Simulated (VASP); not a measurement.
# TiN in VASP: further runs

Runs on TiN. Level: PBEsol. Tasks: single point.

Everything below comes from runs of VASP 6.6.1. Logs are shortened: lines on timing, memory, paths and dates and some standing lists are left out, and cuts for length are marked.

### Step 1. The cell of the first run

The cell holds a slab with vacuum, 4 atoms: a = 2.997 Å, b = 2.997 Å, c = 15.670 Å, α = 90.00°, β = 90.00°, γ = 60.00°.

### Step 2. Single point, PBEsol

Contents of INCAR:

```
SYSTEM = TiN
PREC = Accurate
ENCUT = 520
EDIFF = 1E-6
ISMEAR = 1
SIGMA = 0.1
LREAL = .False.
LASPH = .True.
NELM = 120
ALGO = Normal
ISIF = 2
LWAVE = .False.
LCHARG = .False.
LDIPOL = .True.
IDIPOL = 3
DIPOL = 0.5 0.5 0.500
GGA = PS
NBANDS = 25
GGA_COMPAT = .False.
NELMDL = -8
```

Contents of KPOINTS:

```
regular mesh
0
Gamma
  7 7 1
  0 0 0
```

Contents of POSCAR:

```
TiN
1.0
    2.9967185387      0.0000000000      0.0000000000
    1.4983592693      2.5952343825      0.0000000000
    0.0000000000      0.0000000000     15.6702156612
Ti N
2 2
Direct
    0.0000000000      0.0000000000      0.3828919863
    0.3333333333      0.3333333333      0.5390360046
    0.6666666667      0.6666666667      0.4609639954
    0.0000000000      1.0000000000      0.6171080137
```

Potentials or basis: VASP PAW PBE potentials, release 64 (Ti_sv, N).

On the command line:

```bash
cat potpaw_PBE.64/Ti_sv/POTCAR potpaw_PBE.64/N/POTCAR > POTCAR
mpirun -np 1 vasp_std > vasp.out
```

OUTCAR:

```text
SYSTEM = TiN
   PREC = Accurate
   ENCUT = 520
   EDIFF = 1E-6
   ISMEAR = 1
   LREAL = .False.
   LASPH = .True.
   NELM = 120
   ISIF = 2
   GGA = PS
   NELMDL = -8

 ion  position               nearest neighbor table
   1  0.000  0.000  0.383-   3 2.12   3 2.12   3 2.12
   2  0.333  0.333  0.539-   4 2.12   4 2.12   4 2.12   3 2.12   3 2.12   3 2.12
   3  0.667  0.667  0.461-   1 2.12   1 2.12   1 2.12   2 2.12   2 2.12   2 2.12
   4  0.000  0.000  0.617-   2 2.12   2 2.12   2 2.12

  LATTYP: Found a hexagonal cell.
 ALAT       =     2.9967185387
 C/A-ratio  =     5.2291249442

  Lattice vectors:

 A1 = (  -1.4983592693,  -2.5952343825,   0.0000000000)
 A2 = (   2.9967185387,   0.0000000000,   0.0000000000)
 A3 = (   0.0000000000,   0.0000000000,  15.6702156612)

Analysis of symmetry for initial positions (statically):
=====================================================================
 Subroutine PRICEL returns:
 Original cell was already a primitive cell.

 Routine SETGRP: Setting up the symmetry group for a
 hexagonal supercell.

 Subroutine GETGRP returns: Found  6 space group operations
 (whereof  6 operations were pure point group operations)
 out of a pool of 24 trial point group operations.

The static configuration has the point symmetry C_3v.

Analysis of symmetry for dynamics (positions and initial velocities):
=====================================================================
 Subroutine PRICEL returns:
 Original cell was already a primitive cell.

 Routine SETGRP: Setting up the symmetry group for a
 hexagonal supercell.

 Subroutine GETGRP returns: Found  6 space group operations
 (whereof  6 operations were pure point group operations)
 out of a pool of 24 trial point group operations.

The dynamic configuration has the point symmetry C_3v.

 Subroutine INISYM returns: Found  6 space group operations
 (whereof  6 operations are pure point group operations),
 and found     1 'primitive' translations

----------------------------------------------------------------------------------------

                                     Primitive cell

  volume of cell :     121.8702

  direct lattice vectors                    reciprocal lattice vectors
     2.996718539  0.000000000  0.000000000     0.333698339 -0.192660826  0.000000000
     1.498359269  2.595234383  0.000000000     0.000000000  0.385321652  0.000000000
     0.000000000  0.000000000 15.670215661     0.000000000  0.000000000  0.063815331

  length of vectors
     2.996718539  2.996718539 15.670215661     0.385321652  0.385321652  0.063815331

  position of ions in fractional coordinates (direct lattice)
     0.000000000  0.000000000  0.382891986
     0.333333333  0.333333333  0.539036005
     0.666666667  0.666666667  0.460963995
     0.000000000  0.000000000  0.617108014

  ion indices of the primitive-cell ions
   primitive index   ion index
                 1           1
                 2           2
                 3           3
                 4           4

----------------------------------------------------------------------------------------

 KPOINTS: regular mesh

Automatic generation of k-mesh.
 Grid dimensions read from file:
 generate k-points for:    7    7    1

 Generating k-lattice:

  Cartesian coordinates                     Fractional coordinates (reciprocal lattice)
     0.047671191 -0.027522975  0.000000000     0.142857143  0.000000000  0.000000000
     0.000000000  0.055045950  0.000000000     0.000000000  0.142857143  0.000000000
     0.000000000  0.000000000  0.063815331     0.000000000  0.000000000  1.000000000

  Length of vectors
     0.055045950  0.055045950  0.063815331

  Shift w.r.t. Gamma in fractional coordinates (k-lattice)
     0.000000000  0.000000000  0.000000000

 Subroutine IBZKPT returns following result:
 ===========================================

 Found      8 irreducible k-points:

 Following reciprocal coordinates:
            Coordinates               Weight
  0.000000  0.000000  0.000000      1.000000
  0.142857  0.000000  0.000000      6.000000
  0.285714  0.000000  0.000000      6.000000
  0.428571  0.000000  0.000000      6.000000
  0.285714  0.142857  0.000000      6.000000
  0.428571  0.142857  0.000000     12.000000
 -0.428571  0.142857  0.000000      6.000000
 -0.428571  0.285714  0.000000      6.000000
   k-points           NKPTS =      8   k-points in BZ     NKDIM =      8   number of bands    NBANDS=     25
   number of dos      NEDOS =    301   number of ions     NIONS =      4
   total plane-waves  NPLWV =  69120
   dimension x,y,z NGX =    24 NGY =   24 NGZ =  120
   dimension x,y,z NGXF=    48 NGYF=   48 NGZF=  240
   ions per type =               2   2
   NGX,Y,Z   is equivalent  to a cutoff of  13.31, 13.31, 12.73 a.u.
   NGXF,Y,Z  is equivalent  to a cutoff of  26.63, 26.63, 25.46 a.u.
 SYSTEM =  TiN
   PREC   = accura    normal or accurate (medium, high low for compatibility)
   ISTART =      0    job   : 0-new  1-cont  2-samecut
   ICHARG =      2    charge: 1-file 2-atom 10-const
   ISPIN  =      1    spin polarized calculation?
   LNONCOLLINEAR =      F non collinear calculations
   LSORBIT =      F    spin-orbit coupling
   LASPH  =      T    aspherical Exc in radial PAW
   ENCUT  =  520.0 eV  38.22 Ry    6.18 a.u.   5.57  5.57 29.14*2*pi/ulx,y,z
   NELM   =    120;   NELMIN=  2; NELMDL= -8     # of ELM steps
   EDIFF  = 0.1E-05   stopping-criterion for ELM
   LREAL  =      F    real-space projection
   EDIFFG = 0.1E-04   stopping-criterion for IOM
   NSW    =      0    number of steps for IOM
   IBRION =     -1    ionic relax: 0-MD 1-quasi-New 2-CG
   NFREE  =      0    steps in history (QN), initial steepest desc. (CG)
   ISIF   =      2    stress and relaxation
   ISYM   =      2    0-nonsym 1-usesym 2-fastsym
   POTIM  = 0.5000    time-step for ionic-motion
   TEBEG  =    0.0;   TEEND  =   0.0 temperature during run
   PSTRESS=    0.0 pullay stress
   NELECT =      34.0000    total number of electrons
   NUPDOWN=      -1.0000    fix difference up-down
   EMIN   =  10.00;   EMAX   =-10.00  energy-range for DOS
   EFERMI =   0.00;   METHOD = LEGACY
   ISMEAR =     1;   SIGMA  =   0.10  broadening in eV -4-tet -1-fermi 0-gaus
   EFERMI_NEDOS =   21; number of points for ismear=-14 and -15
   IALGO  =     38    algorithm
   IMIX   =      4    mixing-type and parameters
     AMIX     =   0.40;   BMIX     =  1.00
     AMIX_MAG =   1.60;   BMIX_MAG =  1.00
  volume/ion in A,a.u.               =      30.47       205.61
  Fermi-wavevector in a.u.,A,eV,Ry     =   1.069716  2.021471 15.569052  1.144293
  Thomas-Fermi vector in A             =   2.205404
   LORBIT       =      0    0 simple, 1 ext, 2 COOP (PROOUT), +10 PAW based schemes
   GGA     = PS    functional components
   LHFCALC =     F    Hartree Fock is set to
   AEXX    =    0.0000 exact exchange contribution
   IVDW    =     0    specifies the selected vdW correction
   LEPSILON=     F    determine dielectric tensor
   LRPA    =     F    only Hartree local field effects (RPA)
 non-spin polarized calculation
 Methfessel and Paxton  Order N= 1 SIGMA  =   0.10
  energy-cutoff  :      520.00
  volume of cell :      121.87
 maximum number of plane-waves:      3347
 NGX is ok and might be reduce to    24
   NGX = 11   NGY = 11   NGZ = 59

 dipolmoment           0.000000      0.000000     -0.037282 electrons x Angstroem

 number of electron      34.0000009 magnetization

 dipolmoment           0.000000      0.000000      0.140628 electrons x Angstroem

 Free energy of the ion-electron system (eV)
  ---------------------------------------------------
  ext. energy  EPLUGINS =         0.00000000
  ---------------------------------------------------
  free energy    TOTEN  =       -36.12001442 eV

  energy without entropy =      -36.11908316  energy(sigma->0) =      -36.11970400

 E-fermi :  -1.0811     XC(G=0):  -5.5123

 val. band max:       -1.0900676076   @ k =   0.4286   0.0000   0.0000
 cond. band min:      -1.0446865045   @ k =   0.4286   0.1429   0.0000
 fundamental gap:      0.0453811031
 Fermi energy:        -1.0810736971

 k-point     1 :       0.0000    0.0000    0.0000
  band No.  band energies     occupation
      1     -58.1089      2.00000
      2     -57.3539      2.00000
      3     -34.6739      2.00000
      4     -34.1816      2.00000
      5     -34.1816      2.00000
      6     -33.7359      2.00000
[... 17 lines left out ...]
     24       1.6438      0.00000
     25       1.7898      0.00000

 k-point     2 :       0.1429    0.0000    0.0000
  band No.  band energies     occupation
      1     -58.0974      2.00000
      2     -57.3418      2.00000
      3     -34.6562      2.00000
      4     -34.2667      2.00000
      5     -34.2003      2.00000
      6     -33.7188      2.00000
[... 17 lines left out ...]
     24       1.9351      0.00000
     25       2.0926      0.00000

 k-point     3 :       0.2857    0.0000    0.0000
  band No.  band energies     occupation
      1     -58.0714      2.00000
      2     -57.3144      2.00000
      3     -34.6182      2.00000
      4     -34.4513      2.00000
      5     -34.2422      2.00000
      6     -33.7863      2.00000
[... 17 lines left out ...]
     24       2.4355      0.00000
     25       3.0678      0.00000

 k-point     4 :       0.4286    0.0000    0.0000
  band No.  band energies     occupation
      1     -58.0504      2.00000
      2     -57.2924      2.00000
      3     -34.6110      2.00000
      4     -34.5736      2.00000
      5     -34.2756      2.00000
      6     -33.9394      2.00000
[... 17 lines left out ...]
     24       2.5827      0.00000
     25       3.9879      0.00000

 k-point     5 :       0.2857    0.1429    0.0000
  band No.  band energies     occupation
      1     -58.0786      2.00000
      2     -57.3220      2.00000
      3     -34.6281      2.00000
      4     -34.3887      2.00000
      5     -34.2435      2.00000
      6     -33.7179      2.00000
[... 17 lines left out ...]
     24       2.3496      0.00000
     25       2.7690      0.00000

 k-point     6 :       0.4286    0.1429    0.0000
  band No.  band energies     occupation
      1     -58.0551      2.00000
      2     -57.2973      2.00000
      3     -34.5959      2.00000
      4     -34.5265      2.00000
      5     -34.3061      2.00000
      6     -33.8672      2.00000
[... 17 lines left out ...]
     24       2.6181      0.00000
     25       3.5376      0.00000

 k-point     7 :      -0.4286    0.1429    0.0000
  band No.  band energies     occupation
      1     -58.0445      2.00000
      2     -57.2863      2.00000
      3     -34.5987      2.00000
      4     -34.5695      2.00000
      5     -34.3343      2.00000
      6     -33.9314      2.00000
[... 17 lines left out ...]
     24       2.5434      0.00000
     25       4.3276      0.00000

 k-point     8 :      -0.4286    0.2857    0.0000
  band No.  band energies     occupation
      1     -58.0420      2.00000
      2     -57.2836      2.00000
      3     -34.5691      2.00000
      4     -34.5350      2.00000
      5     -34.4181      2.00000
      6     -33.8676      2.00000
[... 17 lines left out ...]
     24       2.9337      0.00000
     25       4.2335      0.00000

------------------------ aborting loop because EDIFF is reached ----------------------------------------

 vacuum level on the upper side and lower side of the slab       (xc-potential included)         1.355        -1.953

  FORCE on cell =-STRESS in cart. coord.  units (eV):
  Direction    XX          YY          ZZ          XY          YZ          ZX
  --------------------------------------------------------------------------------------
  -------------------------------------------------------------------------------------
  Total       -3.6251889     -3.6251889     -6.2695435      0.0000000      0.0000000     -0.0000000
  in kB      -47.6588667    -47.6588667    -82.4231077      0.0000000      0.0000000     -0.0000000
  external PRESSURE =     -59.2469471 kB  Pullay stress =       0.0000000 kB

 VOLUME and BASIS-vectors are now :
 -----------------------------------------------------------------------------
  energy-cutoff  :      520.00
  volume of cell :      121.87
      direct lattice vectors                 reciprocal lattice vectors
     2.996718539  0.000000000  0.000000000     0.333698339 -0.192660826  0.000000000
     1.498359269  2.595234383  0.000000000     0.000000000  0.385321652  0.000000000
     0.000000000  0.000000000 15.670215661     0.000000000  0.000000000  0.063815331

 POSITION                                       TOTAL-FORCE (eV/Angst)
 -----------------------------------------------------------------------------------
      0.00000      0.00000      6.00000        -0.000000     -0.000000      1.312198
      1.49836      0.86508      8.44681         0.000000     -0.000000      4.990379
      2.99672      1.73016      7.22341        -0.000000     -0.000000     -1.909937
      0.00000      0.00000      9.67022        -0.000000      0.000000     -4.392640
 -----------------------------------------------------------------------------------
    total drift:                               -0.000000     -0.000000     -0.000151

  FREE ENERGIE OF THE ION-ELECTRON SYSTEM (eV)
  ---------------------------------------------------
  free  energy   TOTEN  =       -36.1200144237 eV

  energy  without entropy=      -36.1190831551  energy(sigma->0) =      -36.11970400

 vacuum level on the upper side and lower side of the slab         6.700         3.287
```

It took 93 s on 1 thread of Intel Xeon 8259CL, shared host; peak memory 0.25 GiB.

What came out:

* Free energy: -36.1200 eV
* Largest force: 4.990 eV/Å
* Band gap on the k mesh: 0.05 eV (least direct gap 0.16 eV)

Forces in eV/Å, atoms in the order of the input:
```
Ti   0.000  0.000  1.312
Ti   0.000  0.000  4.990
N    0.000  0.000 -1.910
N    0.000  0.000 -4.393
```

Levels at points of the mesh, in eV from the valence-band top:
```csv
k point,band 15,band 16,band 17,band 18,band 19,band 20
"(0.00, 0.00, 0.00)",-0.50,-0.37,-0.37,0.91,1.00,1.00
```

Caveat: the PAW data sets were made with another functional, which shifts forces and pressure a little.

### Step 3. Single point, PBEsol

Contents of INCAR:

```
ALGO     = Normal         # electronic algorithm
DIPOL    = 0.5 0.5 0.500
EDIFF    = 1E-6           # SCF threshold, eV
EFIELD   = -0.1         
ENCUT    = 520            # plane-wave cutoff, eV
GGA      = PS             # functional
GGA_COMPAT= F            
IDIPOL   = 3            
ISIF     = 2              # what is computed and relaxed
ISMEAR   = 1              # smearing method
LASPH    = T              # aspherical terms in the spheres
LCHARG   = F              # write CHGCAR
LDIPOL   = T            
LREAL    = F              # projectors in reciprocal space
LWAVE    = F              # write WAVECAR
NBANDS   = 25             # bands
NELM     = 120            # most SCF steps
NELMDL   = -8           
PREC     = Accurate       # precision mode
SIGMA    = 0.1            # smearing width, eV
```

Contents of KPOINTS:

```
k-points
0
Gamma
  7 7 1
```

POSCAR is that of step 2.

Potentials or basis: VASP PAW PBE potentials, release 64 (Ti_sv, N).

On the command line:

```bash
cat potpaw_PBE.64/Ti_sv/POTCAR potpaw_PBE.64/N/POTCAR > POTCAR
mpirun -np 1 vasp_std > vasp.out
```

Run time: 89 s. Hardware: 1 thread of Intel Xeon 8259CL, shared host; peak memory 0.25 GiB.

It converged, with:

| Property | Result |
| --- | --- |
| Free energy | -36.1073 eV |
| Largest force | 4.995 eV/Å |
| Band gap on the k mesh | 0.05 eV (least direct gap 0.16 eV) |

Forces on the atoms (eV/Å):
```
Ti   0.000  0.000  1.315
Ti   0.000  0.000  4.995
N    0.000  0.000 -1.912
N    0.000  0.000 -4.398
```

Levels at points of the mesh, in eV from the valence-band top:
| k point | band 15 | band 16 | band 17 | band 18 | band 19 | band 20 |
| --- | --- | --- | --- | --- | --- | --- |
| (0.00, 0.00, 0.00) | -0.51 | -0.37 | -0.37 | 0.91 | 1.00 | 1.00 |

Caveat: the PAW data sets were made with another functional, which shifts forces and pressure a little.

[end of part 1 of 2]
